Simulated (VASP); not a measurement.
Here is a VASP 6.6.1 calculation.

The input INCAR:

```
PREC = Accurate
ENCUT = 520
EDIFF = 1E-6
ISMEAR = 0
SIGMA = 0.1
LREAL = False
LASPH = True
NELM = 100
ALGO = Normal
ISIF = 2
LWAVE = False
LCHARG = False
GGA = PE
NBANDS = 18
```

KPOINTS

```
regular mesh
0
Gamma
  6 6 6
```

POSCAR

```
LiGeH3
1.0
    3.2072046000      0.0000000000      0.0000000000
    0.0000000000      3.2072046000      0.0000000000
    0.0000000000      0.0000000000      3.2072046000
Li Ge H
1 1 3
Direct
    0.5000000000      0.5000000000      0.5000000000
    0.0000000000      0.0000000000      0.0000000000
    0.5000000000      0.0000000000      0.0000000000
    0.0000000000      0.5000000000      0.0000000000
    0.0000000000      0.0000000000      0.5000000000
```

Potentials or basis: VASP PAW PBE potentials, release 64 (Li_sv, Ge_d, H).

Launch:

```console
$ cat potpaw_PBE.64/Li_sv/POTCAR potpaw_PBE.64/Ge_d/POTCAR potpaw_PBE.64/H/POTCAR > POTCAR
$ mpirun -np 1 vasp_std > vasp.out
```

Problem. What does it give for the band gap on the k mesh?

Solution. Zero (band 10 reaches 8.69 eV, above the bottom of band 11 at 6.67 eV).
